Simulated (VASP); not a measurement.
# TaSb (F-43m) in VASP: a series of runs

Runs on TaSb. Level: r2SCAN. Tasks: single point.

All numbers are computed with VASP 6.6.1; they aren't measurements. Logs are shortened: lines on timing, memory, paths and dates and some standing lists are left out, and cuts for length are marked.

### Step 1. The cell of the first run

It takes space group F-43m (No. 216, cubic). The conventional cell has a = 6.206 Å, b = 6.206 Å, c = 6.206 Å, α = 90.00°, β = 90.00°, γ = 90.00°. Within 3.5 Å of Ta (site symmetry -43m) lie 4 Sb at 2.69 Å. Sb (site symmetry -43m) has 4 Ta at 2.69 Å within 3.5 Å.

### Step 2. Single point, r2SCAN (volume scaled by 0.980)

Input file POSCAR:

```
TaSb
1.0
    0.0000000000      3.1029903037      3.1029903037
    3.1029903037      0.0000000000      3.1029903037
    3.1029903037      3.1029903037      0.0000000000
Ta Sb
1 1
Direct
    0.0000000000      0.0000000000      0.0000000000
    0.2500000000      0.2500000000      0.2500000000
```

Input file INCAR.step1:

```
PREC     = Accurate       # precision mode
ENCUT    = 520            # plane-wave cutoff, eV
ISMEAR   = 0              # smearing method
SIGMA    = 0.05           # smearing width, eV
LREAL    = F              # projectors in reciprocal space
LASPH    = T              # aspherical terms in the spheres
NELM     = 100            # most SCF steps
NBANDS   = 15             # bands
GGA      = PE             # functional
ALGO     = Normal         # electronic algorithm
EDIFF    = 1E-4           # SCF threshold, eV
LWAVE    = T              # write WAVECAR
LCHARG   = F              # write CHGCAR
```

Input file INCAR.step2:

```
PREC     = Accurate       # precision mode
ENCUT    = 520            # plane-wave cutoff, eV
EDIFF    = 1E-6           # SCF threshold, eV
ISMEAR   = 0              # smearing method
SIGMA    = 0.05           # smearing width, eV
LREAL    = F              # projectors in reciprocal space
LASPH    = T              # aspherical terms in the spheres
NELM     = 100            # most SCF steps
ALGO     = Normal         # electronic algorithm
ISIF     = 2              # what is computed and relaxed
LWAVE    = F              # write WAVECAR
LCHARG   = F              # write CHGCAR
METAGGA  = R2SCAN         # meta-GGA
LMIXTAU  = T            
NBANDS   = 15             # bands
ISTART   = 1
```

Input file KPOINTS:

```
Automatic mesh
0
Gamma
  10 10 10
```

Potentials or basis: VASP PAW PBE potentials, release 64 (Ta_pv, Sb).

The run is started by

```sh
> cat potpaw_PBE.64/Ta_pv/POTCAR potpaw_PBE.64/Sb/POTCAR > POTCAR
> cp INCAR.step1 INCAR
> mpirun -np 1 vasp_std > vasp.out
> cp INCAR.step2 INCAR
> mpirun -np 1 vasp_std > vasp.out
```

OUTCAR:

```text
PREC = Accurate
   ENCUT = 520
   EDIFF = 1E-6
   ISMEAR = 0
   LREAL = F
   LASPH = T
   NELM = 100
   ISIF = 2
   METAGGA = R2SCAN
   ISTART = 1

 ion  position               nearest neighbor table
   1  0.000  0.000  0.000-   2 2.69   2 2.69   2 2.69   2 2.69
   2  0.250  0.250  0.250-   1 2.69   1 2.69   1 2.69   1 2.69

  LATTYP: Found a face centered cubic cell.
 ALAT       =     6.2059806074

  Lattice vectors:

 A1 = (   0.0000000000,   3.1029903037,   3.1029903037)
 A2 = (   3.1029903037,   0.0000000000,   3.1029903037)
 A3 = (   3.1029903037,   3.1029903037,   0.0000000000)

Analysis of symmetry for initial positions (statically):
=====================================================================
 Subroutine PRICEL returns:
 Original cell was already a primitive cell.

 Routine SETGRP: Setting up the symmetry group for a
 face centered cubic supercell.

 Subroutine GETGRP returns: Found 24 space group operations
 (whereof 24 operations were pure point group operations)
 out of a pool of 48 trial point group operations.

The static configuration has the point symmetry T_d .

Analysis of symmetry for dynamics (positions and initial velocities):
=====================================================================
 Subroutine PRICEL returns:
 Original cell was already a primitive cell.

 Routine SETGRP: Setting up the symmetry group for a
 face centered cubic supercell.

 Subroutine GETGRP returns: Found 24 space group operations
 (whereof 24 operations were pure point group operations)
 out of a pool of 48 trial point group operations.

The dynamic configuration has the point symmetry T_d .

 Subroutine INISYM returns: Found 24 space group operations
 (whereof 24 operations are pure point group operations),
 and found     1 'primitive' translations

----------------------------------------------------------------------------------------

                                     Primitive cell

  volume of cell :      59.7546

  direct lattice vectors                    reciprocal lattice vectors
     0.000000000  3.102990304  3.102990304    -0.161134890  0.161134890  0.161134890
     3.102990304  0.000000000  3.102990304     0.161134890 -0.161134890  0.161134890
     3.102990304  3.102990304  0.000000000     0.161134890  0.161134890 -0.161134890

  length of vectors
     4.388290971  4.388290971  4.388290971     0.279093816  0.279093816  0.279093816

  position of ions in fractional coordinates (direct lattice)
     0.000000000  0.000000000  0.000000000
     0.250000000  0.250000000  0.250000000

  ion indices of the primitive-cell ions
   primitive index   ion index
                 1           1
                 2           2

----------------------------------------------------------------------------------------

 KPOINTS: Automatic mesh

Automatic generation of k-mesh.
 Grid dimensions read from file:
 generate k-points for:   10   10   10

 Generating k-lattice:

  Cartesian coordinates                     Fractional coordinates (reciprocal lattice)
    -0.016113489  0.016113489  0.016113489     0.100000000  0.000000000  0.000000000
     0.016113489 -0.016113489  0.016113489     0.000000000  0.100000000  0.000000000
     0.016113489  0.016113489 -0.016113489     0.000000000  0.000000000  0.100000000

  Length of vectors
     0.027909382  0.027909382  0.027909382

  Shift w.r.t. Gamma in fractional coordinates (k-lattice)
     0.000000000  0.000000000  0.000000000

 Subroutine IBZKPT returns following result:
 ===========================================

 Found     47 irreducible k-points:

 Following reciprocal coordinates:
            Coordinates               Weight
  0.000000  0.000000  0.000000      1.000000
  0.100000  0.000000  0.000000      8.000000
  0.200000  0.000000  0.000000      8.000000
  0.300000  0.000000  0.000000      8.000000
  0.400000  0.000000  0.000000      8.000000
  0.500000  0.000000  0.000000      4.000000
[... 16 lines left out ...]
  0.300000  0.300000  0.000000      6.000000
  0.400000  0.300000  0.000000     24.000000
 [... further k-points ...]
   k-points           NKPTS =     47   k-points in BZ     NKDIM =     47   number of bands    NBANDS=     15
   number of dos      NEDOS =    301   number of ions     NIONS =      2
   total plane-waves  NPLWV =  46656
   dimension x,y,z NGX =    36 NGY =   36 NGZ =   36
   dimension x,y,z NGXF=    72 NGYF=   72 NGZF=   72
   ions per type =               1   1
   NGX,Y,Z   is equivalent  to a cutoff of  13.64, 13.64, 13.64 a.u.
   NGXF,Y,Z  is equivalent  to a cutoff of  27.28, 27.28, 27.28 a.u.
 SYSTEM =  unknown system
   PREC   = accura    normal or accurate (medium, high low for compatibility)
   ISTART =      1    job   : 0-new  1-cont  2-samecut
   ICHARG =      0    charge: 1-file 2-atom 10-const
   ISPIN  =      1    spin polarized calculation?
   LNONCOLLINEAR =      F non collinear calculations
   LSORBIT =      F    spin-orbit coupling
[... 57 lines left out ...]
 Fermi energy:         4.7955454348

 k-point     1 :       0.0000    0.0000    0.0000
  band No.  band energies     occupation
      1     -31.7926      2.00000
      2     -31.7926      2.00000
      3     -31.7926      2.00000
      4      -6.5908      2.00000
      5       1.4910      2.00000
      6       1.4910      2.00000
      7       1.4910      2.00000
      8       4.9051      0.00194
      9       4.9051      0.00194
     10       7.6805      0.00000
     11      10.4934      0.00000
     12      10.4934      0.00000
     13      10.4934      0.00000
     14      11.3808      0.00000
     15      11.3808      0.00000

 k-point     2 :       0.1000    0.0000    0.0000
  band No.  band energies     occupation
      1     -31.7952      2.00000
      2     -31.7930      2.00000
      3     -31.7930      2.00000
      4      -6.4971      2.00000
      5       1.3111      2.00000
      6       1.5341      2.00000
      7       1.5341      2.00000
      8       4.8636      0.05418
      9       4.8636      0.05417
     10       7.9690      0.00000
     11       9.4883      0.00000
     12      10.2735      0.00000
     13      10.2735      0.00000
     14      11.4356      0.00000
     15      11.5680      0.00000

 k-point     3 :       0.2000    0.0000    0.0000
  band No.  band energies     occupation
      1     -31.8019      2.00000
      2     -31.7941      2.00000
      3     -31.7941      2.00000
      4      -6.2372      2.00000
      5       0.8936      2.00000
      6       1.6406      2.00000
      7       1.6406      2.00000
      8       4.8051      0.78715
      9       4.8051      0.78708
     10       7.7028      0.00000
     11       8.7746      0.00000
     12       9.6506      0.00000
     13       9.6506      0.00000
     14      11.4507      0.00000
     15      12.0833      0.00000

 k-point     4 :       0.3000    0.0000    0.0000
  band No.  band energies     occupation
      1     -31.8102      2.00000
      2     -31.7955      2.00000
      3     -31.7955      2.00000
      4      -5.8800      2.00000
      5       0.4424      2.00000
      6       1.7541      2.00000
      7       1.7541      2.00000
      8       4.8528      0.10554
      9       4.8528      0.10552
     10       6.2935      0.00000
     11       8.8259      0.00000
     12       8.8259      0.00000
     13       9.0950      0.00000
     14      12.0754      0.00000
     15      12.7018      0.00000
[... 307 lines left out ...]
 k-point    22 :      -0.2000    0.2000    0.0000
  band No.  band energies     occupation
      1     -31.8098      2.00000
      2     -31.7997      2.00000
      3     -31.7955      2.00000
      4      -5.7542      2.00000
      5       0.5008      2.00000
      6       1.5303      2.00000
      7       1.8538      2.00000
      8       4.5348      2.00000
      9       5.1102      0.00000
     10       6.0692      0.00000
     11       7.5460      0.00000
     12       9.2750      0.00000
     13      10.2275      0.00000
     14      11.1167      0.00000
     15      12.6243      0.00000

 k-point    23 :       0.3000    0.3000    0.0000
  band No.  band energies     occupation
      1     -31.8105      2.00000
      2     -31.7992      2.00000
      3     -31.7992      2.00000
      4      -5.6251      2.00000
      5       0.1727      2.00000
      6       2.0277      2.00000
      7       2.0277      2.00000
      8       3.9126      2.00000
      9       5.2706      0.00000
     10       6.7111      0.00000
     11       7.2188      0.00000
     12       7.2188      0.00000
     13      10.2057      0.00000
     14      11.2622      0.00000
     15      14.2522      0.00000

 k-point    24 :       0.4000    0.3000    0.0000
  band No.  band energies     occupation
      1     -31.8145      2.00000
      2     -31.8010      2.00000
      3     -31.8004      2.00000
      4      -5.3564      2.00000
      5      -0.0102      2.00000
      6       2.0422      2.00000
      7       2.1742      2.00000
      8       3.9101      2.00000
      9       5.3403      0.00000
     10       5.5750      0.00000
     11       6.7629      0.00000
     12       7.0508      0.00000
     13      10.7436      0.00000
     14      11.4714      0.00000
     15      14.1779      0.00000

 [... further k-points ...]
[... 5 lines left out ...]
  --------------------------------------------------------------------------------------
  -------------------------------------------------------------------------------------
  Total        0.7026299      0.7026299      0.7026299      0.0000000     -0.0000000     -0.0000000
  in kB       18.8393515     18.8393515     18.8393515      0.0000000     -0.0000000     -0.0000000
  external PRESSURE =      18.8393515 kB  Pullay stress =       0.0000000 kB

 VOLUME and BASIS-vectors are now :
 -----------------------------------------------------------------------------
  energy-cutoff  :      520.00
  volume of cell :       59.75
      direct lattice vectors                 reciprocal lattice vectors
     0.000000000  3.102990304  3.102990304    -0.161134890  0.161134890  0.161134890
     3.102990304  0.000000000  3.102990304     0.161134890 -0.161134890  0.161134890
     3.102990304  3.102990304  0.000000000     0.161134890  0.161134890 -0.161134890

 POSITION                                       TOTAL-FORCE (eV/Angst)
 -----------------------------------------------------------------------------------
      0.00000      0.00000      0.00000        -0.000000     -0.000000     -0.000000
      1.55150      1.55150      1.55150         0.000000      0.000000      0.000000
 -----------------------------------------------------------------------------------
    total drift:                                0.000000      0.000000      0.000000

  FREE ENERGIE OF THE ION-ELECTRON SYSTEM (eV)
  ---------------------------------------------------
  free  energy   TOTEN  =       -71.9719372946 eV

  energy  without entropy=      -71.9674384642  energy(sigma->0) =      -71.96968788
```

It took 3 min on 1 thread of Intel Xeon Platinum 8375C at 2.90GHz (Ice Lake), shared host; peak memory 0.23 GiB.

Results:

* Free energy: -71.9719 eV
* Pressure: 1.9 GPa
* Band gap on the k mesh: zero (band 8 reaches 5.04 eV, above the bottom of band 9 at 4.73 eV)

Levels at points of the mesh, in eV from the Fermi level:
| k point | band 5 | band 6 | band 7 | band 8 | band 9 | band 10 | band 11 | band 12 |
| --- | --- | --- | --- | --- | --- | --- | --- | --- |
| (0.00, 0.00, 0.00) | -3.30 | -3.30 | -3.30 | 0.11 | 0.11 | 2.88 | 5.70 | 5.70 |
| (0.50, 0.00, 0.00) | -4.82 | -2.95 | -2.95 | 0.15 | 0.37 | 0.37 | 2.95 | 2.95 |
| (0.50, 0.50, 0.00) | -5.18 | -2.28 | -2.28 | -1.08 | -0.04 | 0.69 | 1.12 | 1.12 |

Caveat: the cell differs from its parent crystal (volume scaled by 0.980); the PAW data sets were made with another functional, which shifts forces and pressure a little; spin-orbit coupling is left out, which moves the levels of the heavy elements.

### Step 3. Single point, r2SCAN

This run uses another cell than the first one, of 30.49 Å³/atom, 1.020 times its volume.

Input file POSCAR:

```
TaSb
1.0
    0.0000000000      3.1239570904      3.1239570904
    3.1239570904      0.0000000000      3.1239570904
    3.1239570904      3.1239570904      0.0000000000
Ta Sb
1 1
Direct
    0.0000000000      0.0000000000      0.0000000000
    0.2500000000      0.2500000000      0.2500000000
```

Input file INCAR.step1:

```
ALGO = Normal
EDIFF = 1E-4
ENCUT = 520
GGA = PE
ISMEAR = 0
LASPH = T
LCHARG = F
LREAL = F
LWAVE = T
NBANDS = 15
NELM = 80
PREC = Accurate
SIGMA = 0.05
```

Input file INCAR.step2:

```
ALGO = Normal
EDIFF = 1E-7
ENCUT = 520
ISIF = 2
ISMEAR = 0
ISTART = 1
LASPH = T
LCHARG = F
LMIXTAU = T
LREAL = F
LWAVE = F
METAGGA = R2SCAN
NBANDS = 15
NELM = 80
PREC = Accurate
SIGMA = 0.05
```

Input file KPOINTS:

```
k-points
0
Gamma
  10 10 10
```

Potentials or basis: VASP PAW PBE potentials, release 64 (Ta_pv, Sb).

The run is started by

```sh
> cat potpaw_PBE.64/Ta_pv/POTCAR potpaw_PBE.64/Sb/POTCAR > POTCAR
> cp INCAR.step1 INCAR
> mpirun -np 1 vasp_std > vasp.out
> cp INCAR.step2 INCAR
> mpirun -np 1 vasp_std > vasp.out
```

It took 3 min on 1 thread of Intel Xeon Platinum 8375C at 2.90GHz (Ice Lake), shared host; peak memory 0.24 GiB.

It converged, with:

| Quantity | Value |
| --- | --- |
| Free energy | -71.9797 eV |
| Pressure | 0.2 GPa |
| Band gap on the k mesh | zero (band 8 reaches 4.87 eV, above the bottom of band 9 at 4.57 eV) |

Levels at points of the mesh, in eV from the Fermi level:
| k point | band 4 | band 5 | band 6 | band 7 | band 8 | band 9 | band 10 | band 11 | band 12 | band 13 |
| --- | --- | --- | --- | --- | --- | --- | --- | --- | --- | --- |
| (0.00, 0.00, 0.00) | -11.29 | -3.25 | -3.25 | -3.25 | 0.12 | 0.12 | 2.78 | 5.60 | 5.60 | 5.60 |
| (0.50, 0.00, 0.00) | -10.16 | -4.76 | -2.91 | -2.91 | 0.14 | 0.36 | 0.36 | 2.89 | 2.89 | 4.17 |
| (0.50, 0.50, 0.00) | -9.72 | -5.11 | -2.27 | -2.27 | -1.03 | -0.06 | 0.69 | 1.10 | 1.10 | 6.45 |

Caveat: the PAW data sets were made with another functional, which shifts forces and pressure a little; spin-orbit coupling is left out, which moves the levels of the heavy elements.

### Step 4. Single point, r2SCAN

This run uses another cell than the first one, of 30.76 Å³/atom, 1.029 times its volume.

Input file POSCAR:

```
TaSb
1.0
    0.0000000000      3.1331289727      3.1331289727
    3.1331289727      0.0000000000      3.1331289727
    3.1331289727      3.1331289727      0.0000000000
Ta Sb
1 1
Direct
    0.0000000000      0.0000000000      0.0000000000
    0.2500000000      0.2500000000      0.2500000000
```

Input file INCAR.step1:

```
ALGO     = Normal         # electronic algorithm
EDIFF    = 1E-4           # SCF threshold, eV
ENCUT    = 520            # plane-wave cutoff, eV
GGA      = PE             # functional
ISMEAR   = 0              # smearing method
LASPH    = T              # aspherical terms in the spheres
LCHARG   = F              # write CHGCAR
LREAL    = F              # projectors in reciprocal space
LWAVE    = T              # write WAVECAR
NBANDS   = 15             # bands
NELM     = 60             # most SCF steps
PREC     = Accurate       # precision mode
SIGMA    = 0.05           # smearing width, eV
```

Input file INCAR.step2:

```
ALGO     = Normal         # electronic algorithm
EDIFF    = 1E-7           # SCF threshold, eV
ENCUT    = 520            # plane-wave cutoff, eV
ISIF     = 2              # what is computed and relaxed
ISMEAR   = 0              # smearing method
ISTART   = 1            
LASPH    = T              # aspherical terms in the spheres
LCHARG   = F              # write CHGCAR
LMIXTAU  = T            
LREAL    = F              # projectors in reciprocal space
LWAVE    = F              # write WAVECAR
METAGGA  = R2SCAN         # meta-GGA
NBANDS   = 15             # bands
NELM     = 60             # most SCF steps
PREC     = Accurate       # precision mode
SIGMA    = 0.05           # smearing width, eV
```

KPOINTS is that of step 3.

The run is started by

```sh
> cat potpaw_PBE.64/Ta_pv/POTCAR potpaw_PBE.64/Sb/POTCAR > POTCAR
> cp INCAR.step1 INCAR
> mpirun -np 1 vasp_std > vasp.out
> cp INCAR.step2 INCAR
> mpirun -np 1 vasp_std > vasp.out
```

Wall time 3.9 min (1 thread of Intel Xeon Platinum 8375C at 2.90GHz (Ice Lake), shared host); peak memory 0.24 GiB.

Results (log left out):

| Property | Result |
| --- | --- |
| Free energy | -71.9792 eV |
| Pressure | -0.5 GPa |
| Band gap on the k mesh | zero (band 8 reaches 4.80 eV, above the bottom of band 9 at 4.49 eV) |

Levels at points of the mesh, in eV from the Fermi level:
```tsv
k point	band 4	band 5	band 6	band 7	band 8	band 9	band 10	band 11	band 12	band 13
(0.00, 0.00, 0.00)	-11.25	-3.23	-3.23	-3.23	0.12	0.12	2.73	5.55	5.55	5.55
(0.50, 0.00, 0.00)	-10.13	-4.74	-2.89	-2.89	0.14	0.36	0.36	2.86	2.86	4.14
(0.50, 0.50, 0.00)	-9.70	-5.08	-2.26	-2.26	-1.01	-0.06	0.68	1.09	1.09	6.38
```

Caveat: the PAW data sets were made with another functional, which shifts forces and pressure a little; spin-orbit coupling is left out, which moves the levels of the heavy elements.

### Step 5. The runs side by side

| cell | gap on the mesh (eV) | pressure (GPa) |
| --- | --- | --- |
| a = 4.388 Å, angles 60.0°, 2 atoms | none | 1.9 |
| a = 4.418 Å, angles 60.0°, 2 atoms | none | 0.2 |
| a = 4.431 Å, angles 60.0°, 2 atoms | none | -0.5 |

Alike in all rows: task single point; level r2SCAN; potentials or basis VASP PAW PBE potentials, release 64 (Ta_pv, Sb); no spin polarisation; k mesh 10 × 10 × 10; cutoff (eV) 520; smearing gaussian 0.05 eV.

Caveats: the PAW data sets were made with another functional, which shifts forces and pressure a little; spin-orbit coupling is left out, which moves the levels of the heavy elements.

Total energies depend on the potentials used, so only differences within one code and one set of settings carry meaning.
